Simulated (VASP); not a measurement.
# Nb (Fm-3m) in VASP: notebook

The runs below take Nb through single point, with PBE.

All numbers are computed with VASP 6.6.1; they aren't measurements. Logs are shortened: lines on timing, memory, paths and dates and some standing lists are left out, and cuts for length are marked.

## 1. The cell of the first run

Symmetry: Fm-3m, No. 225, cubic system. The conventional cell has a = 4.042 Å, b = 4.042 Å, c = 4.042 Å, α = 90.00°, β = 90.00°, γ = 90.00°. Nb (site symmetry m-3m) has 12 Nb at 2.86 Å within 3.8 Å.

This isn't the form of Nb at room conditions, which is bcc.

## 2. Single point, PBE (16.52 Å³/atom)

File INCAR:

```
SYSTEM = Nb
ALGO = Fast
EDIFF = 1E-6
ENCUT = 520
GGA = PE
ISIF = 2
ISMEAR = 0
LASPH = .True.
LCHARG = .False.
LREAL = .False.
LWAVE = .False.
NBANDS = 12
NELM = 100
PREC = Accurate
SIGMA = 0.1
```

File KPOINTS:

```
k-points
0
Gamma
  18 18 18
  0 0 0
```

File POSCAR:

```
Nb
1.0
    0.0000000000      2.0212402771      2.0212402771
    2.0212402771      0.0000000000      2.0212402771
    2.0212402771      2.0212402771      0.0000000000
Nb
1
Direct
    0.0000000000      0.0000000000      0.0000000000
```

Potentials or basis: VASP PAW PBE potentials, release 64 (Nb_sv).

Command:

```sh
cat potpaw_PBE.64/Nb_sv/POTCAR > POTCAR
mpirun -np 1 vasp_std > vasp.out
```

OUTCAR:

```text
SYSTEM = Nb
   EDIFF = 1E-6
   ENCUT = 520
   GGA = PE
   ISIF = 2
   ISMEAR = 0
   LASPH = .True.
   LREAL = .False.
   NELM = 100
   PREC = Accurate

 ion  position               nearest neighbor table
   1  0.000  0.000  0.000-

  LATTYP: Found a face centered cubic cell.
 ALAT       =     4.0424805542

  Lattice vectors:

 A1 = (   0.0000000000,   2.0212402771,   2.0212402771)
 A2 = (   2.0212402771,   0.0000000000,   2.0212402771)
 A3 = (   2.0212402771,   2.0212402771,   0.0000000000)

Analysis of symmetry for initial positions (statically):
=====================================================================
 Subroutine PRICEL returns:
 Original cell was already a primitive cell.

 Routine SETGRP: Setting up the symmetry group for a
 face centered cubic supercell.

 Subroutine GETGRP returns: Found 48 space group operations
 (whereof 48 operations were pure point group operations)
 out of a pool of 48 trial point group operations.

The static configuration has the point symmetry O_h .

Analysis of symmetry for dynamics (positions and initial velocities):
=====================================================================
 Subroutine PRICEL returns:
 Original cell was already a primitive cell.

 Routine SETGRP: Setting up the symmetry group for a
 face centered cubic supercell.

 Subroutine GETGRP returns: Found 48 space group operations
 (whereof 48 operations were pure point group operations)
 out of a pool of 48 trial point group operations.

The dynamic configuration has the point symmetry O_h .

 Subroutine INISYM returns: Found 48 space group operations
 (whereof 48 operations are pure point group operations),
 and found     1 'primitive' translations

----------------------------------------------------------------------------------------

                                     Primitive cell

  volume of cell :      16.5152

  direct lattice vectors                    reciprocal lattice vectors
     0.000000000  2.021240277  2.021240277    -0.247372866  0.247372866  0.247372866
     2.021240277  0.000000000  2.021240277     0.247372866 -0.247372866  0.247372866
     2.021240277  2.021240277  0.000000000     0.247372866  0.247372866 -0.247372866

  length of vectors
     2.858465413  2.858465413  2.858465413     0.428462372  0.428462372  0.428462372

  position of ions in fractional coordinates (direct lattice)
     0.000000000  0.000000000  0.000000000

  ion indices of the primitive-cell ions
   primitive index   ion index
                 1           1

----------------------------------------------------------------------------------------

 KPOINTS: k-points

Automatic generation of k-mesh.
 Grid dimensions read from file:
 generate k-points for:   18   18   18

 Generating k-lattice:

  Cartesian coordinates                     Fractional coordinates (reciprocal lattice)
    -0.013742937  0.013742937  0.013742937     0.055555556  0.000000000  0.000000000
     0.013742937 -0.013742937  0.013742937     0.000000000  0.055555556  0.000000000
     0.013742937  0.013742937 -0.013742937     0.000000000  0.000000000  0.055555556

  Length of vectors
     0.023803465  0.023803465  0.023803465

  Shift w.r.t. Gamma in fractional coordinates (k-lattice)
     0.000000000  0.000000000  0.000000000

 Subroutine IBZKPT returns following result:
 ===========================================

 Found    195 irreducible k-points:

 Following reciprocal coordinates:
            Coordinates               Weight
  0.000000  0.000000  0.000000      1.000000
  0.055556  0.000000  0.000000      8.000000
  0.111111  0.000000  0.000000      8.000000
  0.166667  0.000000  0.000000      8.000000
  0.222222  0.000000  0.000000      8.000000
  0.277778  0.000000  0.000000      8.000000
[... 16 lines left out ...]
 -0.277778  0.055556  0.000000     24.000000
 -0.222222  0.055556  0.000000     24.000000
 [... further k-points ...]
   k-points           NKPTS =    195   k-points in BZ     NKDIM =    195   number of bands    NBANDS=     12
   number of dos      NEDOS =    301   number of ions     NIONS =      1
   total plane-waves  NPLWV =  13824
   dimension x,y,z NGX =    24 NGY =   24 NGZ =   24
   dimension x,y,z NGXF=    48 NGYF=   48 NGZF=   48
   ions per type =               1
   NGX,Y,Z   is equivalent  to a cutoff of  13.96, 13.96, 13.96 a.u.
   NGXF,Y,Z  is equivalent  to a cutoff of  27.92, 27.92, 27.92 a.u.
 SYSTEM =  Nb
   PREC   = accura    normal or accurate (medium, high low for compatibility)
   ISTART =      0    job   : 0-new  1-cont  2-samecut
   ICHARG =      2    charge: 1-file 2-atom 10-const
   ISPIN  =      1    spin polarized calculation?
   LNONCOLLINEAR =      F non collinear calculations
   LSORBIT =      F    spin-orbit coupling
   LASPH  =      T    aspherical Exc in radial PAW
   ENCUT  =  520.0 eV  38.22 Ry    6.18 a.u.   5.31  5.31  5.31*2*pi/ulx,y,z
   NELM   =    100;   NELMIN=  2; NELMDL= -5     # of ELM steps
   EDIFF  = 0.1E-05   stopping-criterion for ELM
   LREAL  =      F    real-space projection
   EDIFFG = 0.1E-04   stopping-criterion for IOM
   NSW    =      0    number of steps for IOM
   IBRION =     -1    ionic relax: 0-MD 1-quasi-New 2-CG
   NFREE  =      0    steps in history (QN), initial steepest desc. (CG)
   ISIF   =      2    stress and relaxation
   ISYM   =      2    0-nonsym 1-usesym 2-fastsym
   POTIM  = 0.5000    time-step for ionic-motion
   TEBEG  =    0.0;   TEEND  =   0.0 temperature during run
   PSTRESS=    0.0 pullay stress
   NELECT =      13.0000    total number of electrons
   NUPDOWN=      -1.0000    fix difference up-down
   EMIN   =  10.00;   EMAX   =-10.00  energy-range for DOS
   EFERMI =   0.00;   METHOD = LEGACY
   ISMEAR =     0;   SIGMA  =   0.10  broadening in eV -4-tet -1-fermi 0-gaus
   EFERMI_NEDOS =   21; number of points for ismear=-14 and -15
   IALGO  =     68    algorithm
   IMIX   =      4    mixing-type and parameters
     AMIX     =   0.40;   BMIX     =  1.00
     AMIX_MAG =   1.60;   BMIX_MAG =  1.00
  volume/ion in A,a.u.               =      16.52       111.45
  Fermi-wavevector in a.u.,A,eV,Ry     =   1.511569  2.856451 31.087151  2.284841
  Thomas-Fermi vector in A             =   2.621609
   LORBIT       =      0    0 simple, 1 ext, 2 COOP (PROOUT), +10 PAW based schemes
   GGA     = PE    functional components
   LHFCALC =     F    Hartree Fock is set to
   AEXX    =    0.0000 exact exchange contribution
   IVDW    =     0    specifies the selected vdW correction
   LEPSILON=     F    determine dielectric tensor
   LRPA    =     F    only Hartree local field effects (RPA)
 non-spin polarized calculation
 RMM-DIIS sequential band-by-band and
 Gauss-broadening in eV      SIGMA  =   0.10
  energy-cutoff  :      520.00
  volume of cell :       16.52
 maximum number of plane-waves:       459
 NGX is ok and might be reduce to    24
   NGX = 11   NGY = 11   NGZ = 11

 number of electron      13.0000000 magnetization

 Free energy of the ion-electron system (eV)
  ---------------------------------------------------
  ext. energy  EPLUGINS =         0.00000000
  ---------------------------------------------------
  free energy    TOTEN  =        -9.73385883 eV

  energy without entropy =       -9.72721396  energy(sigma->0) =       -9.73053639

 E-fermi :  12.8535     XC(G=0): -12.9567

 val. band max:       12.8399783645   @ k =  -0.4444   0.2222   0.1111
 cond. band min:      12.8599210408   @ k =   0.4444   0.2778   0.0556
 fundamental gap:      0.0199426763
 Fermi energy:        12.8535291072

 k-point     1 :       0.0000    0.0000    0.0000
  band No.  band energies     occupation
      1     -41.8464      2.00000
      2     -16.9397      2.00000
      3     -16.9397      2.00000
      4     -16.9397      2.00000
      5       6.3475      2.00000
      6      12.8385      1.16830
      7      12.8385      1.16829
      8      12.8385      1.16829
      9      15.9315      0.00000
     10      15.9315      0.00000
     11      24.7729      0.00000
     12      30.1329      0.00000

 k-point     2 :       0.0556    0.0000    0.0000
  band No.  band energies     occupation
      1     -41.8369      2.00000
      2     -16.9980      2.00000
      3     -16.9467      2.00000
      4     -16.9467      2.00000
      5       6.4823      2.00000
      6      12.7293      1.92118
      7      12.9015      0.49771
      8      12.9015      0.49771
      9      15.8687      0.00000
     10      15.8687      0.00000
     11      25.0512      0.00000
     12      29.6030      0.00000

 k-point     3 :       0.1111    0.0000    0.0000
  band No.  band energies     occupation
      1     -41.8095      2.00000
      2     -17.1639      2.00000
      3     -16.9665      2.00000
      4     -16.9665      2.00000
      5       6.8652      2.00000
      6      12.4548      2.00000
      7      13.0656      0.00271
      8      13.0656      0.00271
      9      15.7257      0.00000
     10      15.7257      0.00000
     11      25.7944      0.00000
     12      28.5386      0.00000
[... 286 lines left out ...]
 k-point    23 :      -0.2778    0.0556    0.0000
  band No.  band energies     occupation
      1     -41.6345      2.00000
      2     -18.1102      2.00000
      3     -17.1477      2.00000
      4     -17.0672      2.00000
      5       8.6574      2.00000
      6      12.2460      2.00000
      7      13.0412      0.00797
      8      13.1967      0.00000
      9      15.9573      0.00000
     10      17.0490      0.00000
     11      25.1504      0.00000
     12      29.4585      0.00000

 k-point    24 :      -0.2222    0.0556    0.0000
  band No.  band energies     occupation
      1     -41.6899      2.00000
      2     -17.8171      2.00000
      3     -17.1074      2.00000
      4     -17.0272      2.00000
      5       8.3114      2.00000
      6      11.8988      2.00000
      7      13.2444      0.00000
      8      13.3739      0.00000
      9      15.4087      0.00000
     10      16.4451      0.00000
     11      25.8749      0.00000
     12      29.1348      0.00000

 [... further k-points ...]
[... 5 lines left out ...]
  --------------------------------------------------------------------------------------
  -------------------------------------------------------------------------------------
  Total        2.6652825      2.6652825      2.6652825      0.0000000      0.0000000      0.0000000
  in kB      258.5651541    258.5651541    258.5651541      0.0000000      0.0000000      0.0000000
  external PRESSURE =     258.5651541 kB  Pullay stress =       0.0000000 kB

 VOLUME and BASIS-vectors are now :
 -----------------------------------------------------------------------------
  energy-cutoff  :      520.00
  volume of cell :       16.52
      direct lattice vectors                 reciprocal lattice vectors
     0.000000000  2.021240277  2.021240277    -0.247372866  0.247372866  0.247372866
     2.021240277  0.000000000  2.021240277     0.247372866 -0.247372866  0.247372866
     2.021240277  2.021240277  0.000000000     0.247372866  0.247372866 -0.247372866

 POSITION                                       TOTAL-FORCE (eV/Angst)
 -----------------------------------------------------------------------------------
      0.00000      0.00000      0.00000         0.000000      0.000000     -0.000000
 -----------------------------------------------------------------------------------
    total drift:                                0.000000      0.000000     -0.000000

  FREE ENERGIE OF THE ION-ELECTRON SYSTEM (eV)
  ---------------------------------------------------
  free  energy   TOTEN  =        -9.7338588262 eV

  energy  without entropy=       -9.7272139629  energy(sigma->0) =       -9.73053639
```

Run time: 98 s. Hardware: 1 thread of Intel Xeon 8259CL, shared host; peak memory 0.16 GiB.

Results:

```
Free energy            : -9.7339 eV
Pressure               : 25.9 GPa
Band gap on the k mesh : zero (an odd number of electrons rules out a gap without spin polarisation)
```

Levels at points of the mesh, in eV from the Fermi level:
```csv
k point,band 2,band 3,band 4,band 5,band 6,band 7,band 8,band 9,band 10,band 11
"(0.00, 0.00, 0.00)",-29.79,-29.79,-29.79,-6.51,-0.02,-0.02,-0.02,3.08,3.08,11.92
"(0.50, 0.00, 0.00)",-31.57,-30.02,-30.02,-4.36,-0.25,-0.25,1.91,5.44,5.44,11.73
"(0.50, 0.50, 0.00)",-31.44,-30.42,-30.42,-4.82,-4.02,4.45,5.42,6.12,6.12,12.33
```

Caveat: the cell stands under pressure.

[end of part 1 of 2]
